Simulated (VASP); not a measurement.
# BN (Qingsongite) (F-43m) in VASP: a series of runs

BN (Qingsongite) is run at these levels: PBE, LDA, PBEsol; tasks: electric field gradients.

Everything below comes from runs of VASP 6.6.1. Logs are shortened: lines on timing, memory, paths and dates and some standing lists are left out, and cuts for length are marked.

## 1. The cell of the first run

Symmetry: F-43m, No. 216, cubic system. Conventional cell: a = 3.615 Å, b = 3.615 Å, c = 3.615 Å, α = 90.00°, β = 90.00°, γ = 90.00°. B (site symmetry -43m) has 4 N at 1.57 Å within 2.1 Å. Within 2.1 Å of N (site symmetry -43m) lie 4 B at 1.57 Å.

## 2. Electric field gradients, PBE

INCAR reads:

```
SYSTEM = BN
ALGO = Normal ; EDIFF = 1E-8
ENCUT = 520 ; GGA = PE
ISIF = 2 ; ISMEAR = -1
LASPH = .TRUE. ; LCHARG = .FALSE.
LEFG = .TRUE. ; LREAL = .FALSE.
LWAVE = .FALSE. ; NBANDS = 11
NELM = 100 ; PREC = Accurate
SIGMA = 0.02
```

KPOINTS reads:

```
k-points
0
G
  14 14 14
  0 0 0
```

POSCAR reads:

```
BN
1.0
    0.0000000000      1.8075000000      1.8075000000
    1.8075000000      0.0000000000      1.8075000000
    1.8075000000      1.8075000000      0.0000000000
B N
1 1
Direct
    0.0000000000      0.0000000000      0.0000000000
    0.2500000000      0.2500000000      0.2500000000
```

Potentials or basis: VASP PAW PBE potentials, release 64 (B, N).

The run is started by

```bash
cat potpaw_PBE.64/B/POTCAR potpaw_PBE.64/N/POTCAR > POTCAR
mpirun -np 1 vasp_std > vasp.out
```

OUTCAR:

```text
SYSTEM = BN
   EDIFF = 1E-8
   ENCUT = 520
   GGA = PE
   ISIF = 2
   ISMEAR = -1
   LASPH = .TRUE.
   LREAL = .FALSE.
   NELM = 100
   PREC = Accurate

 ion  position               nearest neighbor table
   1  0.000  0.000  0.000-   2 1.57   2 1.57   2 1.57   2 1.57
   2  0.250  0.250  0.250-   1 1.57   1 1.57   1 1.57   1 1.57

  LATTYP: Found a face centered cubic cell.
 ALAT       =     3.6150000000

  Lattice vectors:

 A1 = (   0.0000000000,   1.8075000000,   1.8075000000)
 A2 = (   1.8075000000,   0.0000000000,   1.8075000000)
 A3 = (   1.8075000000,   1.8075000000,   0.0000000000)

Analysis of symmetry for initial positions (statically):
=====================================================================
 Subroutine PRICEL returns:
 Original cell was already a primitive cell.

 Routine SETGRP: Setting up the symmetry group for a
 face centered cubic supercell.

 Subroutine GETGRP returns: Found 24 space group operations
 (whereof 24 operations were pure point group operations)
 out of a pool of 48 trial point group operations.

The static configuration has the point symmetry T_d .

Analysis of symmetry for dynamics (positions and initial velocities):
=====================================================================
 Subroutine PRICEL returns:
 Original cell was already a primitive cell.

 Routine SETGRP: Setting up the symmetry group for a
 face centered cubic supercell.

 Subroutine GETGRP returns: Found 24 space group operations
 (whereof 24 operations were pure point group operations)
 out of a pool of 48 trial point group operations.

The dynamic configuration has the point symmetry T_d .

 Subroutine INISYM returns: Found 24 space group operations
 (whereof 24 operations are pure point group operations),
 and found     1 'primitive' translations

----------------------------------------------------------------------------------------

                                     Primitive cell

  volume of cell :      11.8104

  direct lattice vectors                    reciprocal lattice vectors
     0.000000000  1.807500000  1.807500000    -0.276625173  0.276625173  0.276625173
[... 127 lines left out ...]
  ext. energy  EPLUGINS =         0.00000000
  ---------------------------------------------------
  free energy    TOTEN  =       -17.44979393 eV

  energy without entropy =      -17.44979393  energy(sigma->0) =      -17.44979393

 E-fermi :   7.8214     XC(G=0): -12.8220

 val. band max:        7.4029061544   @ k =   0.0000   0.0000   0.0000
 cond. band min:      11.8622691896   @ k =   0.5000   0.5000   0.0000
 fundamental gap:      4.4593630352
 Fermi energy:         7.8213914827

 k-point     1 :       0.0000    0.0000    0.0000
  band No.  band energies     occupation
      1     -12.8278      2.00000
      2       7.4029      2.00000
      3       7.4029      2.00000
      4       7.4029      2.00000
      5      16.2228      0.00000
      6      16.2228      0.00000
      7      16.2228      0.00000
      8      17.7523      0.00000
      9      32.1553      0.00000
     10      35.1713      0.00000
     11      35.1713      0.00000
[... 309 lines left out ...]
 k-point    24 :       0.2857    0.1429    0.0000
  band No.  band energies     occupation
      1     -11.0624      2.00000
      2       2.3664      2.00000
      3       5.0579      2.00000
      4       5.5443      2.00000
      5      15.6459      0.00000
      6      19.0636      0.00000
      7      19.5533      0.00000
      8      20.2288      0.00000
      9      26.7541      0.00000
     10      33.6798      0.00000
     11      34.8092      0.00000

 [... further k-points ...]
[... 5 lines left out ...]
  --------------------------------------------------------------------------------------
  -------------------------------------------------------------------------------------
  Total        0.2425272      0.2425272      0.2425272      0.0000000     -0.0000000     -0.0000000
  in kB       32.9007750     32.9007750     32.9007750      0.0000000     -0.0000000     -0.0000000
  external PRESSURE =      32.9007750 kB  Pullay stress =       0.0000000 kB

 VOLUME and BASIS-vectors are now :
 -----------------------------------------------------------------------------
  energy-cutoff  :      520.00
  volume of cell :       11.81
      direct lattice vectors                 reciprocal lattice vectors
     0.000000000  1.807500000  1.807500000    -0.276625173  0.276625173  0.276625173
     1.807500000  0.000000000  1.807500000     0.276625173 -0.276625173  0.276625173
     1.807500000  1.807500000  0.000000000     0.276625173  0.276625173 -0.276625173

 POSITION                                       TOTAL-FORCE (eV/Angst)
 -----------------------------------------------------------------------------------
      0.00000      0.00000      0.00000         0.000000      0.000000     -0.000000
      0.90375      0.90375      0.90375        -0.000000     -0.000000      0.000000
 -----------------------------------------------------------------------------------
    total drift:                                0.000000      0.000000      0.000000

  FREE ENERGIE OF THE ION-ELECTRON SYSTEM (eV)
  ---------------------------------------------------
  free  energy   TOTEN  =       -17.4497939310 eV

  energy  without entropy=      -17.4497939310  energy(sigma->0) =      -17.44979393

 Electric field gradients (V/A^2)
---------------------------------------------------------------------
 ion       V_xx      V_yy      V_zz      V_xy      V_xz      V_yz
---------------------------------------------------------------------
   1       0.000    -0.000    -0.000    -0.000    -0.000    -0.000
   2      -0.000    -0.000     0.000    -0.000    -0.000    -0.000
---------------------------------------------------------------------

 Electric field gradients after diagonalization (V/A^2)
 (convention: |V_zz| > |V_xx| > |V_yy|)
----------------------------------------------------------------------
 ion       V_xx      V_yy      V_zz     asymmetry (V_yy - V_xx)/ V_zz
----------------------------------------------------------------------
   1       0.000     0.000    -0.000       0.000
   2       0.000     0.000    -0.000       0.000
----------------------------------------------------------------------

           NMR quadrupolar parameters

 Cq : quadrupolar parameter    Cq=e*Q*V_zz/h
 eta: asymmetry parameters     (V_yy - V_xx)/ V_zz
 Q  : nuclear electric quadrupole moment in mb (millibarn)
----------------------------------------------------------------------
 ion       Cq(MHz)       eta       Q (mb)
----------------------------------------------------------------------
   1      -0.000       0.000       1.000
   2      -0.000       0.000       1.000
----------------------------------------------------------------------
```

OSZICAR:

```text
N       E                     dE             d eps       ncg     rms          rms(c)
DAV:   1     0.102744796704E+02    0.10274E+02   -0.49867E+03  2355   0.724E+02
DAV:   2    -0.179012720649E+02   -0.28176E+02   -0.27155E+02  2744   0.164E+02
DAV:   3    -0.184142878026E+02   -0.51302E+00   -0.51202E+00  2726   0.188E+01
DAV:   4    -0.184148989168E+02   -0.61111E-03   -0.61111E-03  2456   0.729E-01
DAV:   5    -0.184148994650E+02   -0.54812E-06   -0.54811E-06  2627   0.216E-02    0.670E+00
DAV:   6    -0.175358376014E+02    0.87906E+00   -0.29350E+00  2399   0.990E+00    0.327E+00
DAV:   7    -0.174638421732E+02    0.71995E-01   -0.10397E-01  2561   0.266E+00    0.192E+00
DAV:   8    -0.174495235543E+02    0.14319E-01   -0.35555E-02  2551   0.137E+00    0.193E-01
DAV:   9    -0.174497014005E+02   -0.17785E-03   -0.96392E-04  2414   0.258E-01    0.836E-02
DAV:  10    -0.174497886518E+02   -0.87251E-04   -0.12202E-04  2540   0.943E-02    0.151E-02
DAV:  11    -0.174497939096E+02   -0.52578E-05   -0.92734E-06  2607   0.250E-02    0.106E-02
DAV:  12    -0.174497939348E+02   -0.25207E-07   -0.16030E-06  2519   0.864E-03    0.623E-04
DAV:  13    -0.174497939310E+02    0.38390E-08   -0.23247E-08  2521   0.148E-03
   1 F= -.17449794E+02 E0= -.17449794E+02  d E =-.797604E-12
```

Wall time 8.2 s (1 thread of Intel Xeon Platinum 8488C (Sapphire Rapids), shared host); peak memory 0.12 GiB.

Results:

| Item | Value |
| --- | --- |
| Free energy | -17.4498 eV |
| Pressure | 3.3 GPa |
| Band gap on the k mesh | 4.46 eV, indirect (least direct gap 8.82 eV) |

Levels at points of the mesh, in eV from the valence-band top:
| k point | band 1 | band 2 | band 3 | band 4 | band 5 | band 6 | band 7 | band 8 | band 9 |
| --- | --- | --- | --- | --- | --- | --- | --- | --- | --- |
| (0.00, 0.00, 0.00) | -20.23 | 0.00 | 0.00 | 0.00 | 8.82 | 8.82 | 8.82 | 10.35 | 24.75 |
| (0.50, 0.00, 0.00) | -16.01 | -10.69 | -1.94 | -1.94 | 10.15 | 10.71 | 10.71 | 15.26 | 23.46 |
| (0.50, 0.50, 0.00) | -14.65 | -8.92 | -4.90 | -4.90 | 4.46 | 9.23 | 17.92 | 17.92 | 20.78 |

Caveat: without QUAD_EFG the Cq values of the log hold for a quadrupole moment of 1 mb, not for the nuclei.

## 3. Electric field gradients, LDA

INCAR reads:

```
SYSTEM = BN
ALGO     = Normal         ! electronic algorithm
EDIFF    = 1E-8           ! SCF threshold, eV
ENCUT    = 520            ! plane-wave cutoff, eV
ISIF     = 2              ! what is computed and relaxed
ISMEAR   = -1             ! smearing method
LASPH    = .TRUE.         ! aspherical terms in the spheres
LCHARG   = .FALSE.        ! write CHGCAR
LEFG     = .TRUE.       
LREAL    = .FALSE.        ! projectors in reciprocal space
LWAVE    = .FALSE.        ! write WAVECAR
NBANDS   = 11             ! bands
NELM     = 80             ! most SCF steps
PREC     = Accurate       ! precision mode
SIGMA    = 0.02           ! smearing width, eV
```

KPOINTS is that of step 2.

POSCAR is that of step 2.

Potentials or basis: VASP PAW LDA potentials, release 64 (B, N).

The run is started by

```bash
cat potpaw_LDA.64/B/POTCAR potpaw_LDA.64/N/POTCAR > POTCAR
mpirun -np 1 vasp_std > vasp.out
```

OUTCAR:

```text
SYSTEM = BN
   EDIFF = 1E-8
   ENCUT = 520
   ISIF = 2
   ISMEAR = -1
   LASPH = .TRUE.
   LREAL = .FALSE.
   NELM = 80
   PREC = Accurate

 ion  position               nearest neighbor table
   1  0.000  0.000  0.000-   2 1.57   2 1.57   2 1.57   2 1.57
   2  0.250  0.250  0.250-   1 1.57   1 1.57   1 1.57   1 1.57

  LATTYP: Found a face centered cubic cell.
 ALAT       =     3.6150000000

  Lattice vectors:

 A1 = (   0.0000000000,   1.8075000000,   1.8075000000)
 A2 = (   1.8075000000,   0.0000000000,   1.8075000000)
 A3 = (   1.8075000000,   1.8075000000,   0.0000000000)

Analysis of symmetry for initial positions (statically):
=====================================================================
 Subroutine PRICEL returns:
 Original cell was already a primitive cell.

 Routine SETGRP: Setting up the symmetry group for a
 face centered cubic supercell.

 Subroutine GETGRP returns: Found 24 space group operations
 (whereof 24 operations were pure point group operations)
 out of a pool of 48 trial point group operations.

The static configuration has the point symmetry T_d .

Analysis of symmetry for dynamics (positions and initial velocities):
=====================================================================
 Subroutine PRICEL returns:
 Original cell was already a primitive cell.

 Routine SETGRP: Setting up the symmetry group for a
 face centered cubic supercell.

 Subroutine GETGRP returns: Found 24 space group operations
 (whereof 24 operations were pure point group operations)
 out of a pool of 48 trial point group operations.

The dynamic configuration has the point symmetry T_d .

 Subroutine INISYM returns: Found 24 space group operations
 (whereof 24 operations are pure point group operations),
 and found     1 'primitive' translations

----------------------------------------------------------------------------------------

                                     Primitive cell

  volume of cell :      11.8104

  direct lattice vectors                    reciprocal lattice vectors
     0.000000000  1.807500000  1.807500000    -0.276625173  0.276625173  0.276625173
     1.807500000  0.000000000  1.807500000     0.276625173 -0.276625173  0.276625173
     1.807500000  1.807500000  0.000000000     0.276625173  0.276625173 -0.276625173

  length of vectors
     2.556191014  2.556191014  2.556191014     0.479128854  0.479128854  0.479128854

  position of ions in fractional coordinates (direct lattice)
     0.000000000  0.000000000  0.000000000
     0.250000000  0.250000000  0.250000000

  ion indices of the primitive-cell ions
   primitive index   ion index
                 1           1
                 2           2

----------------------------------------------------------------------------------------

 KPOINTS: k-points

Automatic generation of k-mesh.
 Grid dimensions read from file:
 generate k-points for:   14   14   14

 Generating k-lattice:
[... 71 lines left out ...]
   TEBEG  =    0.0;   TEEND  =   0.0 temperature during run
   PSTRESS=    0.0 pullay stress
   NELECT =       8.0000    total number of electrons
   NUPDOWN=      -1.0000    fix difference up-down
   EMIN   =  10.00;   EMAX   =-10.00  energy-range for DOS
   EFERMI =   0.00;   METHOD = LEGACY
   ISMEAR =    -1;   SIGMA  =   0.02  broadening in eV -4-tet -1-fermi 0-gaus
   EFERMI_NEDOS =   21; number of points for ismear=-14 and -15
   IALGO  =     38    algorithm
   IMIX   =      4    mixing-type and parameters
     AMIX     =   0.40;   BMIX     =  1.00
     AMIX_MAG =   1.60;   BMIX_MAG =  1.00
  volume/ion in A,a.u.               =       5.91        39.85
  Fermi-wavevector in a.u.,A,eV,Ry     =   1.437749  2.716952 28.124920  2.067123
  Thomas-Fermi vector in A             =   2.556793
   LORBIT       =      0    0 simple, 1 ext, 2 COOP (PROOUT), +10 PAW based schemes
   GGA     = CA    functional components
   LHFCALC =     F    Hartree Fock is set to
   AEXX    =    0.0000 exact exchange contribution
   IVDW    =     0    specifies the selected vdW correction
   LEPSILON=     F    determine dielectric tensor
   LRPA    =     F    only Hartree local field effects (RPA)
 non-spin polarized calculation
  energy-cutoff  :      520.00
  volume of cell :       11.81
 maximum number of plane-waves:       332
   NGX =  9   NGY =  9   NGZ =  9

 number of electron       8.0000000 magnetization

 Free energy of the ion-electron system (eV)
  ---------------------------------------------------
  ext. energy  EPLUGINS =         0.00000000
  ---------------------------------------------------
  free energy    TOTEN  =       -19.40455307 eV

  energy without entropy =      -19.40455307  energy(sigma->0) =      -19.40455307

 E-fermi :   7.8105     XC(G=0): -13.1048

 val. band max:        7.3891096802   @ k =   0.0000   0.0000   0.0000
 cond. band min:      11.7325047634   @ k =   0.5000   0.5000   0.0000
 fundamental gap:      4.3433950832
 Fermi energy:         7.8105081981

 k-point     1 :       0.0000    0.0000    0.0000
  band No.  band energies     occupation
      1     -12.6804      2.00000
      2       7.3891      2.00000
      3       7.3891      2.00000
      4       7.3891      2.00000
      5      16.0721      0.00000
      6      16.0721      0.00000
      7      16.0721      0.00000
      8      17.8293      0.00000
      9      31.8788      0.00000
     10      35.1765      0.00000
     11      35.1765      0.00000
[... 309 lines left out ...]
 k-point    24 :       0.2857    0.1429    0.0000
  band No.  band energies     occupation
      1     -10.9059      2.00000
      2       2.3822      2.00000
      3       5.0296      2.00000
      4       5.5403      2.00000
      5      15.5193      0.00000
      6      18.9899      0.00000
      7      19.3900      0.00000
      8      20.1145      0.00000
      9      26.5101      0.00000
     10      33.4030      0.00000
     11      34.6856      0.00000

 [... further k-points ...]
[... 5 lines left out ...]
  --------------------------------------------------------------------------------------
  -------------------------------------------------------------------------------------
  Total       -0.7440323     -0.7440323     -0.7440323     -0.0000000      0.0000000      0.0000000
  in kB     -100.9339871   -100.9339871   -100.9339871     -0.0000000      0.0000000      0.0000000
  external PRESSURE =    -100.9339871 kB  Pullay stress =       0.0000000 kB

 VOLUME and BASIS-vectors are now :
 -----------------------------------------------------------------------------
  energy-cutoff  :      520.00
  volume of cell :       11.81
      direct lattice vectors                 reciprocal lattice vectors
     0.000000000  1.807500000  1.807500000    -0.276625173  0.276625173  0.276625173
     1.807500000  0.000000000  1.807500000     0.276625173 -0.276625173  0.276625173
     1.807500000  1.807500000  0.000000000     0.276625173  0.276625173 -0.276625173

 POSITION                                       TOTAL-FORCE (eV/Angst)
 -----------------------------------------------------------------------------------
      0.00000      0.00000      0.00000         0.000000      0.000000      0.000000
      0.90375      0.90375      0.90375        -0.000000     -0.000000     -0.000000
 -----------------------------------------------------------------------------------
    total drift:                               -0.000000     -0.000000     -0.000000

  FREE ENERGIE OF THE ION-ELECTRON SYSTEM (eV)
  ---------------------------------------------------
  free  energy   TOTEN  =       -19.4045530706 eV

  energy  without entropy=      -19.4045530706  energy(sigma->0) =      -19.40455307

 Electric field gradients (V/A^2)
---------------------------------------------------------------------
 ion       V_xx      V_yy      V_zz      V_xy      V_xz      V_yz
---------------------------------------------------------------------
   1      -0.000    -0.000    -0.000     0.000     0.000     0.000
   2      -0.000     0.000    -0.000    -0.000    -0.000    -0.000
---------------------------------------------------------------------

 Electric field gradients after diagonalization (V/A^2)
 (convention: |V_zz| > |V_xx| > |V_yy|)
----------------------------------------------------------------------
 ion       V_xx      V_yy      V_zz     asymmetry (V_yy - V_xx)/ V_zz
----------------------------------------------------------------------
   1      -0.000    -0.000     0.000       0.000
   2       0.000     0.000    -0.001       0.000
----------------------------------------------------------------------

           NMR quadrupolar parameters

 Cq : quadrupolar parameter    Cq=e*Q*V_zz/h
 eta: asymmetry parameters     (V_yy - V_xx)/ V_zz
 Q  : nuclear electric quadrupole moment in mb (millibarn)
----------------------------------------------------------------------
 ion       Cq(MHz)       eta       Q (mb)
----------------------------------------------------------------------
   1       0.000       0.000       1.000
   2      -0.000       0.000       1.000
----------------------------------------------------------------------
```

Run time: 8 s. Hardware: 1 thread of Intel Xeon Platinum 8488C (Sapphire Rapids), shared host; peak memory 0.12 GiB.

What came out:

```yaml
Free_energy: -19.4046 eV
Pressure: -10.1 GPa
Band_gap_on_the_k_mesh: 4.34 eV, indirect (least direct gap 8.68 eV)
```

Levels at points of the mesh, in eV from the valence-band top:
| k point | band 1 | band 2 | band 3 | band 4 | band 5 | band 6 | band 7 | band 8 |
| --- | --- | --- | --- | --- | --- | --- | --- | --- |
| (0.00, 0.00, 0.00) | -20.07 | 0.00 | 0.00 | 0.00 | 8.68 | 8.68 | 8.68 | 10.44 |
| (0.50, 0.00, 0.00) | -15.79 | -10.71 | -1.95 | -1.95 | 10.21 | 10.56 | 10.56 | 15.01 |
| (0.50, 0.50, 0.00) | -14.41 | -8.88 | -4.93 | -4.93 | 4.34 | 9.14 | 17.70 | 17.70 |

Caveat: without QUAD_EFG the Cq values of the log hold for a quadrupole moment of 1 mb, not for the nuclei.

[end of part 1 of 2]
